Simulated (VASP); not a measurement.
# GaBiTe2Se (P-6m2) in VASP: notebook

GaBiTe2Se is run at these levels: PBE; tasks: relaxation of cell and atoms, single point.

All numbers are computed with VASP 6.6.1; they aren't measurements. Logs are shortened: lines on timing, memory, paths and dates and some standing lists are left out, and cuts for length are marked.

**1. The cell of the first run**

It takes space group P-6m2 (No. 187, hexagonal). The conventional cell has a = 4.340 Å, b = 4.340 Å, c = 10.070 Å, α = 90.00°, β = 90.00°, γ = 120.00°. Within 3.3 Å of Ga (site symmetry -6m2) lie 3 Se at 2.51 Å and 3 Te at 2.51 Å. Bi (site symmetry -6m2) has 3 Te at 2.51 Å within 3.3 Å. Within 3.3 Å of Te (site symmetry -6m2) lie 3 Se at 2.51 Å and 3 Ga at 2.51 Å. Within 3.3 Å of Te (site symmetry -6m2) lie 3 Bi at 2.51 Å. Within 3.3 Å of Se (site symmetry -6m2) lie 3 Ga at 2.51 Å and 3 Te at 2.51 Å.

The cell was built from a structure type or drawn by symmetry, and may not be a known phase.

**2. Relaxation of cell and atoms, PBE**

File INCAR:

```
SYSTEM = GaBiTe2Se
PREC = Accurate
ENCUT = 600
EDIFF = 1E-6
ISMEAR = 0
SIGMA = 0.1
LREAL = .False.
LASPH = .True.
NELM = 100
ALGO = Normal
ISIF = 3
LWAVE = .False.
LCHARG = .False.
GGA = PE
IBRION = 2
NSW = 90
EDIFFG = -0.04
```

File KPOINTS:

```
Automatic mesh
0
Gamma
  6 6 2
  0 0 0
```

File POSCAR:

```
GaBiTe2Se
1.0
    4.3399799600      0.0000000000      0.0000000000
   -2.1699899800      3.7585329000      0.0000000000
    0.0000000000      0.0000000000     10.0704663900
Ga Bi Te Se
1 1 2 1
Direct
    0.3333333300      0.6666666700      0.5000000000
    0.6666666700      0.3333333300      0.0000000000
    0.6666666700      0.3333333300      0.5000000000
    0.3333333300      0.6666666700      0.0000000000
    0.0000000000      0.0000000000      0.5000000000
```

Potentials or basis: VASP PAW PBE potentials, release 64 (Ga_d, Bi_d, Te, Se).

The run is started by

```sh
cat potpaw_PBE.64/Ga_d/POTCAR potpaw_PBE.64/Bi_d/POTCAR potpaw_PBE.64/Te/POTCAR potpaw_PBE.64/Se/POTCAR > POTCAR
mpirun -np 1 vasp_std > vasp.out
```

OUTCAR:

```text
SYSTEM = GaBiTe2Se
   PREC = Accurate
   ENCUT = 600
   EDIFF = 1E-6
   ISMEAR = 0
   LREAL = .False.
   LASPH = .True.
   NELM = 100
   ISIF = 3
   GGA = PE
   IBRION = 2
   NSW = 90
   EDIFFG = -0.04

 ion  position               nearest neighbor table
   1  0.333  0.667  0.500-   5 2.51   3 2.51   3 2.51   5 2.51   5 2.51   3 2.51
   2  0.667  0.333  0.000-   4 2.51   4 2.51   4 2.51
   3  0.667  0.333  0.500-   5 2.51   1 2.51   1 2.51   5 2.51   5 2.51   1 2.51
   4  0.333  0.667  0.000-   2 2.51   2 2.51   2 2.51
   5  0.000  0.000  0.500-   1 2.51   3 2.51   3 2.51   1 2.51   3 2.51   1 2.51

  LATTYP: Found a hexagonal cell.
 ALAT       =     4.3399799600
 C/A-ratio  =     2.3203946753

  Lattice vectors:

 A1 = (   4.3399799600,   0.0000000000,   0.0000000000)
 A2 = (  -2.1699899800,   3.7585329000,   0.0000000000)
 A3 = (   0.0000000000,   0.0000000000,  10.0704663900)

Analysis of symmetry for initial positions (statically):
=====================================================================
 Subroutine PRICEL returns:
 Original cell was already a primitive cell.

 Routine SETGRP: Setting up the symmetry group for a
 hexagonal supercell.

 Subroutine GETGRP returns: Found 12 space group operations
 (whereof 12 operations were pure point group operations)
 out of a pool of 24 trial point group operations.

The static configuration has the point symmetry D_3h.

Analysis of symmetry for dynamics (positions and initial velocities):
=====================================================================
 Subroutine PRICEL returns:
 Original cell was already a primitive cell.

 Routine SETGRP: Setting up the symmetry group for a
 hexagonal supercell.

 Subroutine GETGRP returns: Found 12 space group operations
 (whereof 12 operations were pure point group operations)
 out of a pool of 24 trial point group operations.

The dynamic configuration has the point symmetry D_3h.

 Subroutine INISYM returns: Found 12 space group operations
 (whereof 12 operations are pure point group operations),
 and found     1 'primitive' translations

----------------------------------------------------------------------------------------

                                     Primitive cell

  volume of cell :     164.2690

  direct lattice vectors                    reciprocal lattice vectors
[... 78 lines left out ...]
   LSORBIT =      F    spin-orbit coupling
   LASPH  =      T    aspherical Exc in radial PAW
   ENCUT  =  600.0 eV  44.10 Ry    6.64 a.u.   8.67  8.67 20.11*2*pi/ulx,y,z
   NELM   =    100;   NELMIN=  2; NELMDL= -5     # of ELM steps
   EDIFF  = 0.1E-05   stopping-criterion for ELM
   LREAL  =      F    real-space projection
   EDIFFG = -.4E-01   stopping-criterion for IOM
   NSW    =     90    number of steps for IOM
   IBRION =      2    ionic relax: 0-MD 1-quasi-New 2-CG
   NFREE  =      1    steps in history (QN), initial steepest desc. (CG)
   ISIF   =      3    stress and relaxation
   ISYM   =      2    0-nonsym 1-usesym 2-fastsym
   POTIM  = 0.5000    time-step for ionic-motion
   TEBEG  =    0.0;   TEEND  =   0.0 temperature during run
   PSTRESS=    0.0 pullay stress
   NELECT =      46.0000    total number of electrons
   NUPDOWN=      -1.0000    fix difference up-down
   EMIN   =  10.00;   EMAX   =-10.00  energy-range for DOS
   EFERMI =   0.00;   METHOD = LEGACY
   ISMEAR =     0;   SIGMA  =   0.10  broadening in eV -4-tet -1-fermi 0-gaus
   EFERMI_NEDOS =   21; number of points for ismear=-14 and -15
   IALGO  =     38    algorithm
   IMIX   =      4    mixing-type and parameters
     AMIX     =   0.40;   BMIX     =  1.00
     AMIX_MAG =   1.60;   BMIX_MAG =  1.00
  volume/ion in A,a.u.               =      32.85       221.71
  Fermi-wavevector in a.u.,A,eV,Ry     =   1.071048  2.023987 15.607836  1.147144
  Thomas-Fermi vector in A             =   2.206776
   LORBIT       =      0    0 simple, 1 ext, 2 COOP (PROOUT), +10 PAW based schemes
   GGA     = PE    functional components
   LHFCALC =     F    Hartree Fock is set to
   AEXX    =    0.0000 exact exchange contribution
   IVDW    =     0    specifies the selected vdW correction
   LEPSILON=     F    determine dielectric tensor
   LRPA    =     F    only Hartree local field effects (RPA)
 conjugate gradient relaxation of ions
 non-spin polarized calculation
 Gauss-broadening in eV      SIGMA  =   0.10
  energy-cutoff  :      600.00
  volume of cell :      164.27
 maximum number of plane-waves:      5508
 NGX is ok and might be reduce to    36
   NGX = 17   NGY = 17   NGZ = 41

--------------------------------------- Ionic step        1  -------------------------------------------

 number of electron      45.9999997 magnetization

 Free energy of the ion-electron system (eV)
  ---------------------------------------------------
  ext. energy  EPLUGINS =         0.00000000
  ---------------------------------------------------
  free energy    TOTEN  =        -7.49140202 eV

  energy without entropy =       -7.45927130  energy(sigma->0) =       -7.47533666

------------------------ aborting loop because EDIFF is reached ----------------------------------------

  FORCE on cell =-STRESS in cart. coord.  units (eV):
  Direction    XX          YY          ZZ          XY          YZ          ZX
  --------------------------------------------------------------------------------------
  -------------------------------------------------------------------------------------
  Total       53.6870161     53.6870162     -0.3676623     -0.0000000      0.0000000      0.0000000
  in kB      523.6295952    523.6295959     -3.5859482     -0.0000000      0.0000000      0.0000000
  external PRESSURE =     347.8910810 kB  Pullay stress =       0.0000000 kB
[... 525 lines left out ...]
  FREE ENERGIE OF THE ION-ELECTRON SYSTEM (eV)
  ---------------------------------------------------
  free  energy   TOTEN  =       -15.0047647925 eV

  energy  without entropy=      -14.9773226072  energy(sigma->0) =      -14.99104370

[... ionic steps 4 to 15 ...]

--------------------------------------- Ionic step       16  -------------------------------------------

 number of electron      45.9999989 magnetization

------------------------ aborting loop because EDIFF is reached ----------------------------------------
[... 500 lines left out ...]
--------------------------------------- Ionic step       18  -------------------------------------------

 number of electron      46.0000026 magnetization

 Free energy of the ion-electron system (eV)
  ---------------------------------------------------
  ext. energy  EPLUGINS =         0.00000000
  ---------------------------------------------------
  free energy    TOTEN  =       -16.21253817 eV

  energy without entropy =      -16.18998048  energy(sigma->0) =      -16.20125932

 E-fermi :   5.0133     XC(G=0):  -9.1191

 val. band max:        5.0023751306   @ k =   0.3333   0.1667   0.0000
 cond. band min:       5.0378715519   @ k =   0.5000   0.0000   0.0000
 fundamental gap:      0.0354964213
 Fermi energy:         5.0132924962
[... 450 lines left out ...]
  FREE ENERGIE OF THE ION-ELECTRON SYSTEM (eV)
  ---------------------------------------------------
  free  energy   TOTEN  =       -16.2125381654 eV

  energy  without entropy=      -16.1899804782  energy(sigma->0) =      -16.20125932

 reached required accuracy - stopping structural energy minimisation
```

CONTCAR:

```text
GaBiTe2Se
   1.00000000000000
     5.2572279025692126   -0.0000000000000001    0.0000000000000000
    -2.6286139512846063    4.5528929215521146    0.0000000000000000
     0.0000000000000000   -0.0000000000000000    6.5725203679203181
  Ga              Bi              Te              Se
     1     1     2     1
Direct
     0.3333333300000021    0.6666666699999979    0.5000000000000000
     0.6666666699999979    0.3333333300000021    1.0000000000000000
     0.6666666699999979    0.3333333300000021    0.5000000000000000
     0.3333333300000021    0.6666666699999979    0.0000000000000000
     0.0000000000000000    0.0000000000000000    0.5000000000000000

  0.00000000E+00  0.00000000E+00  0.00000000E+00
  0.00000000E+00  0.00000000E+00  0.00000000E+00
  0.00000000E+00  0.00000000E+00  0.00000000E+00
  0.00000000E+00  0.00000000E+00  0.00000000E+00
  0.00000000E+00  0.00000000E+00  0.00000000E+00
```

Run time: 10 min. Hardware: 1 thread of Intel Xeon 6975P-C (Granite Rapids), shared host; peak memory 0.39 GiB.

What came out:

- Free energy: -16.2125 eV
- Relaxed volume: 31.46 Å³/atom
- Relaxed cell: a = 5.257 Å, b = 5.257 Å, c = 6.573 Å, α = 90.00°, β = 90.00°, γ = 120.00°
- Space group after relaxing (to 0.1 Å): P-6m2 (No. 187)
- Energy gained by relaxing: 1744.2 meV/atom
- Ionic steps: 18
- Pressure after relaxing: 0.1 GPa
- Band gap on the k mesh: zero (bands 23 and 24 overlap by 0.90 eV)

Stress tensor (GPa, compression positive):
```
 0.13  0.00  0.00
 0.00  0.13  0.00
 0.00  0.00 -0.02
```

Step by step:
```csv
step,energy change (eV),largest force (eV/Å),pressure (GPa),volume (Å³)
1,0.0000,0.0000,34.79,164.27
2,-3.0064,0.0000,-4.04,377.19
3,-7.5134,0.0000,-1.70,243.54
4,-7.5801,0.0000,-1.09,238.08
5,-7.6104,0.0000,0.13,230.16
6,-7.6118,0.0000,-0.13,231.63
7,-7.6137,0.0000,-0.13,230.73
8,-7.6194,0.0000,-0.13,228.03
9,-7.6325,0.0000,-0.14,222.63
10,-7.6689,0.0000,-0.15,211.82
11,-7.9013,0.0000,-0.23,190.20
12,-8.6270,0.0000,3.05,146.93
13,-8.4995,0.0000,0.25,165.02
14,-8.6601,0.0000,1.35,154.80
15,-8.6700,0.0000,1.72,152.58
16,-8.6691,0.0000,2.04,151.00
17,-8.6971,0.0000,1.35,153.05
18,-8.7211,0.0000,0.08,157.32
```

Final structure:
```
CELL_PARAMETERS angstrom
5.25723 0.00000 0.00000
-2.62861 4.55289 0.00000
0.00000 0.00000 6.57252
ATOMIC_POSITIONS crystal
Ga 0.33333 0.66667 0.50000
Bi 0.66667 0.33333 0.00000
Te 0.66667 0.33333 0.50000
Te 0.33333 0.66667 0.00000
Se 0.00000 0.00000 0.50000
```

Levels at points of the mesh, in eV from the Fermi level:
```csv
k point,band 20,band 21,band 22,band 23,band 24,band 25,band 26,band 27
"(0.00, 0.00, 0.00)",-3.48,-1.80,-1.80,-1.66,-0.86,0.67,0.67,2.88
"(0.50, 0.00, 0.00)",-2.62,-1.40,-0.42,0.02,0.99,1.76,2.75,2.94
"(0.00, 0.00, 0.50)",-2.98,-2.10,-2.10,-2.05,-0.24,0.44,0.44,1.27
"(0.50, 0.00, 0.50)",-1.91,-0.96,-0.42,-0.33,0.31,1.00,1.66,1.73
```

Caveat: a cell axis changed by over 15 % at a fixed basis, so the end point is rough; spin-orbit coupling is left out, which moves the levels of the heavy elements.

**3. Single point, PBE**

This run uses another cell than the first one, of 31.05 Å³/atom.

File INCAR:

```
SYSTEM = GaBiTe2Se
  PREC = Accurate
  ENCUT = 520
  EDIFF = 1E-6
  ISMEAR = 0
  SIGMA = 0.1
  LREAL = .FALSE.
  LASPH = .TRUE.
  NELM = 60
  ALGO = Normal
  ISIF = 2
  LWAVE = .FALSE.
  LCHARG = .FALSE.
  GGA = PE
  NBANDS = 31
```

File KPOINTS:

```
regular mesh
0
G
  12 12 6
  0 0 0
```

File POSCAR:

```
GaBiTe2Se
1.0
    5.3343110331      0.0000000000      0.0000000000
   -2.6671555165      4.6196488663      0.0000000000
    0.0000000000      0.0000000000      6.2996604369
Ga Bi Te Se
1 1 2 1
Direct
    0.3333333333      0.6666666667      0.5000000000
    0.6666666667      0.3333333333      0.0000000000
    0.6666666667      0.3333333333      0.5000000000
    0.3333333333      0.6666666667      0.0000000000
    0.0000000000      0.0000000000      0.5000000000
```

Potentials or basis: VASP PAW PBE potentials, release 64 (Ga_d, Bi_d, Te, Se).

The run is started by

```sh
cat potpaw_PBE.64/Ga_d/POTCAR potpaw_PBE.64/Bi_d/POTCAR potpaw_PBE.64/Te/POTCAR potpaw_PBE.64/Se/POTCAR > POTCAR
mpirun -np 1 vasp_std > vasp.out
```

OUTCAR:

```text
SYSTEM = GaBiTe2Se
   PREC = Accurate
   ENCUT = 520
   EDIFF = 1E-6
   ISMEAR = 0
   LREAL = .FALSE.
   LASPH = .TRUE.
   NELM = 60
   ISIF = 2
   GGA = PE

 ion  position               nearest neighbor table
   1  0.333  0.667  0.500-   3 3.08   3 3.08   3 3.08   4 3.15   4 3.15
   2  0.667  0.333  0.000-   4 3.08   4 3.08   4 3.08   3 3.15   3 3.15
   3  0.667  0.333  0.500-   1 3.08   5 3.08   1 3.08   5 3.08   5 3.08   1 3.08   2 3.15   2 3.15

   4  0.333  0.667  0.000-   2 3.08   2 3.08   2 3.08   1 3.15   1 3.15
   5  0.000  0.000  0.500-   3 3.08   3 3.08   3 3.08

  LATTYP: Found a hexagonal cell.
 ALAT       =     5.3343110331
 C/A-ratio  =     1.1809698381

  Lattice vectors:

 A1 = (   5.3343110331,   0.0000000000,   0.0000000000)
 A2 = (  -2.6671555165,   4.6196488663,   0.0000000000)
 A3 = (   0.0000000000,   0.0000000000,   6.2996604369)

Analysis of symmetry for initial positions (statically):
=====================================================================
 Subroutine PRICEL returns:
 Original cell was already a primitive cell.

 Routine SETGRP: Setting up the symmetry group for a
 hexagonal supercell.

 Subroutine GETGRP returns: Found 12 space group operations
 (whereof 12 operations were pure point group operations)
 out of a pool of 24 trial point group operations.

The static configuration has the point symmetry D_3h.

Analysis of symmetry for dynamics (positions and initial velocities):
=====================================================================
 Subroutine PRICEL returns:
 Original cell was already a primitive cell.

 Routine SETGRP: Setting up the symmetry group for a
 hexagonal supercell.

 Subroutine GETGRP returns: Found 12 space group operations
 (whereof 12 operations were pure point group operations)
 out of a pool of 24 trial point group operations.

The dynamic configuration has the point symmetry D_3h.

 Subroutine INISYM returns: Found 12 space group operations
 (whereof 12 operations are pure point group operations),
 and found     1 'primitive' translations
[... 123 lines left out ...]
  Fermi-wavevector in a.u.,A,eV,Ry     =   1.091422  2.062488 16.207281  1.191202
  Thomas-Fermi vector in A             =   2.227667
   LORBIT       =      0    0 simple, 1 ext, 2 COOP (PROOUT), +10 PAW based schemes
   GGA     = PE    functional components
   LHFCALC =     F    Hartree Fock is set to
   AEXX    =    0.0000 exact exchange contribution
   IVDW    =     0    specifies the selected vdW correction
   LEPSILON=     F    determine dielectric tensor
   LRPA    =     F    only Hartree local field effects (RPA)
 non-spin polarized calculation
 Gauss-broadening in eV      SIGMA  =   0.10
  energy-cutoff  :      520.00
  volume of cell :      155.24
 maximum number of plane-waves:      4218
 NGX is ok and might be reduce to    40
   NGX = 19   NGY = 19   NGZ = 23

 number of electron      46.0000001 magnetization

 Free energy of the ion-electron system (eV)
  ---------------------------------------------------
  ext. energy  EPLUGINS =         0.00000000
  ---------------------------------------------------
  free energy    TOTEN  =       -16.36384143 eV

  energy without entropy =      -16.35122880  energy(sigma->0) =      -16.35753512

 E-fermi :   5.2046     XC(G=0):  -9.1904

 val. band max:        5.1984568776   @ k =   0.3333   0.1667   0.3333
 cond. band min:       5.2316067199   @ k =   0.3333   0.2500   0.5000
 fundamental gap:      0.0331498423
 Fermi energy:         5.2046263664

 k-point     1 :       0.0000    0.0000    0.0000
  band No.  band energies     occupation
      1     -18.4819      2.00000
      2     -18.4819      2.00000
      3     -18.4231      2.00000
      4     -18.4191      2.00000
      5     -18.4191      2.00000
      6      -9.5548      2.00000
[... 805 lines left out ...]
     30       9.9004      0.00000
     31       9.9594      0.00000

 [... further k-points ...]

------------------------ aborting loop because EDIFF is reached ----------------------------------------

  FORCE on cell =-STRESS in cart. coord.  units (eV):
  Direction    XX          YY          ZZ          XY          YZ          ZX
  --------------------------------------------------------------------------------------
  -------------------------------------------------------------------------------------
  Total       -0.0275493     -0.0275493     -0.0073173     -0.0000000     -0.0000000      0.0000000
  in kB       -0.2843262     -0.2843262     -0.0755196     -0.0000000     -0.0000000      0.0000000
  external PRESSURE =      -0.2147240 kB  Pullay stress =       0.0000000 kB

 VOLUME and BASIS-vectors are now :
 -----------------------------------------------------------------------------
  energy-cutoff  :      520.00
  volume of cell :      155.24
      direct lattice vectors                 reciprocal lattice vectors
     5.334311033  0.000000000  0.000000000     0.187465634  0.108233334  0.000000000
    -2.667155516  4.619648866  0.000000000     0.000000000  0.216466669  0.000000000
     0.000000000  0.000000000  6.299660437     0.000000000  0.000000000  0.158738715

 POSITION                                       TOTAL-FORCE (eV/Angst)
 -----------------------------------------------------------------------------------
     -0.00000      3.07977      3.14983        -0.000000      0.000000      0.000000
      2.66716      1.53988      0.00000        -0.000000      0.000000      0.000000
      2.66716      1.53988      3.14983         0.000000     -0.000000      0.000000
     -0.00000      3.07977      0.00000        -0.000000      0.000000      0.000000
      0.00000      0.00000      3.14983        -0.000000      0.000000      0.000000
 -----------------------------------------------------------------------------------
    total drift:                               -0.000000      0.000000     -0.000000

  FREE ENERGIE OF THE ION-ELECTRON SYSTEM (eV)
  ---------------------------------------------------
  free  energy   TOTEN  =       -16.3638414333 eV

  energy  without entropy=      -16.3512288039  energy(sigma->0) =      -16.35753512
```

OSZICAR:

```text
N       E                     dE             d eps       ncg     rms          rms(c)
DAV:   1     0.399681749789E+03    0.39968E+03   -0.20781E+04  4770   0.163E+03
DAV:   2     0.332162929974E+02   -0.36647E+03   -0.35281E+03  5072   0.429E+02
DAV:   3    -0.145153858186E+02   -0.47732E+02   -0.45587E+02  5861   0.139E+02
DAV:   4    -0.168411971912E+02   -0.23258E+01   -0.23042E+01  5815   0.324E+01
DAV:   5    -0.169268031228E+02   -0.85606E-01   -0.85562E-01  6322   0.614E+00    0.817E+00
DAV:   6    -0.163609476653E+02    0.56586E+00   -0.16877E+00  6427   0.612E+00    0.582E+00
DAV:   7    -0.163663351155E+02   -0.53875E-02   -0.28897E-01  5720   0.217E+00    0.317E+00
DAV:   8    -0.163657675508E+02    0.56756E-03   -0.47158E-02  5677   0.120E+00    0.283E-01
DAV:   9    -0.163637193585E+02    0.20482E-02   -0.19659E-02  5650   0.625E-01    0.183E-01
DAV:  10    -0.163637622886E+02   -0.42930E-04   -0.22799E-03  5819   0.207E-01    0.147E-01
DAV:  11    -0.163637863896E+02   -0.24101E-04   -0.45700E-04  6609   0.975E-02    0.756E-02
DAV:  12    -0.163638385276E+02   -0.52138E-04   -0.12466E-04  5380   0.472E-02    0.240E-02
DAV:  13    -0.163638410202E+02   -0.24926E-05   -0.85884E-06  5303   0.133E-02    0.109E-02
DAV:  14    -0.163638414333E+02   -0.41310E-06   -0.72689E-06  4511   0.120E-02
   1 F= -.16363841E+02 E0= -.16357535E+02  d E =-.126126E-01
```

Wall time 3.3 min (1 thread of Intel Xeon 6975P-C (Granite Rapids), shared host); peak memory 0.54 GiB.

What came out:

* Free energy: -16.3638 eV
* Pressure: 0.0 GPa
* Band gap on the k mesh: zero (bands 23 and 24 overlap by 1.49 eV)

Caveat: spin-orbit coupling is left out, which moves the levels of the heavy elements.
